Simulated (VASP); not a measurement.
A run of VASP 6.6.1:

Contents of INCAR:

```
PREC     = Accurate       # precision mode
ENCUT    = 520            # plane-wave cutoff, eV
EDIFF    = 1E-6           # SCF threshold, eV
ISMEAR   = -1             # smearing method
SIGMA    = 0.01           # smearing width, eV
LREAL    = Auto         
LASPH    = T              # aspherical terms in the spheres
NELM     = 60             # most SCF steps
ALGO     = Normal         # electronic algorithm
ISIF     = 2              # what is computed and relaxed
LWAVE    = F              # write WAVECAR
LCHARG   = F              # write CHGCAR
GGA      = PE             # functional
NBANDS   = 169            # bands
NELECT   = 296.0
```

The input KPOINTS:

```
Automatic mesh
0
Gamma
  1 1 1
  0.25 0.25 0.25
```

Contents of POSCAR:

```
Ga16N16O
1.0
    6.4372426900      0.0000000000      0.0000000000
   -3.2186213500      5.5748157000      0.0000000000
    0.0000000000      0.0000000000     10.4870679900
Ga N O
16 16 1
Direct
    0.3332955638      0.1642471418      0.2502222406
    0.1677817159      0.3390703491      0.4953235119
    0.3163482280      0.1572515361      0.7525869776
    0.1620725097      0.3247556268      0.9938210747
    0.3354228063      0.6648474121      0.2427145091
    0.1678469987      0.8323176605      0.4959033471
    0.3339507654      0.6660806934      0.7430482021
    0.1628498465      0.8371584674      0.9950113238
    0.8355049212      0.1642025711      0.2501413701
    0.6655234503      0.3344082652      0.5059632646
    0.8429730780      0.1570423762      0.7505924833
    0.6670311025      0.3329508769      1.0144012009
    0.8359958551      0.6667436200      0.2501790029
    0.6608971237      0.8319488711      0.4952595063
    0.8425615482      0.6836333477      0.7526377657
    0.6754480454      0.8381448164      0.9936244160
    0.3331411149      0.1679426084      0.4372340154
    0.1668006875      0.3303449887      0.1874534741
    0.3536612533      0.1767135845      0.9528227303
    0.1756190618      0.3495885254      0.6755440022
    0.3325589069      0.6675068391      0.4275562074
    0.1680218234      0.8325934856      0.1884685472
    0.3338371178      0.6663597715      0.9362927300
    0.1746143287      0.8249559774      0.6769140618
    0.8321528113      0.1673250229      0.4367429060
    0.6681761827      0.3320610718      0.2008457238
    0.8238134069      0.1768793526      0.9502759995
    0.6670065696      0.3333616421      0.6924735843
    0.8325472532      0.6668468386      0.4371207385
    0.6698562435      0.8328216757      0.1872585682
    0.8232141114      0.6463405769      0.9525523900
    0.6505620930      0.8248329064      0.6755114313
    0.0003002148     -0.0001840934     -0.1764223418
```

Potentials or basis: VASP PAW PBE potentials, release 64 (Ga_d, N, O).

Run with:

```sh
$ cat potpaw_PBE.64/Ga_d/POTCAR potpaw_PBE.64/N/POTCAR potpaw_PBE.64/O/POTCAR > POTCAR
$ mpirun -np 1 vasp_std > vasp.out
```

Hardware: 1 thread of Intel(R) Xeon(R) Platinum 8488C (Sapphire Rapids) (shared host).

Estimate the wall time of this run.

Run time: 22 min on 1 thread of Intel(R) Xeon(R) Platinum 8488C (Sapphire Rapids), with other jobs on the host, peak memory 0.58 GiB. Counts: scf iterations 21, k points 6.
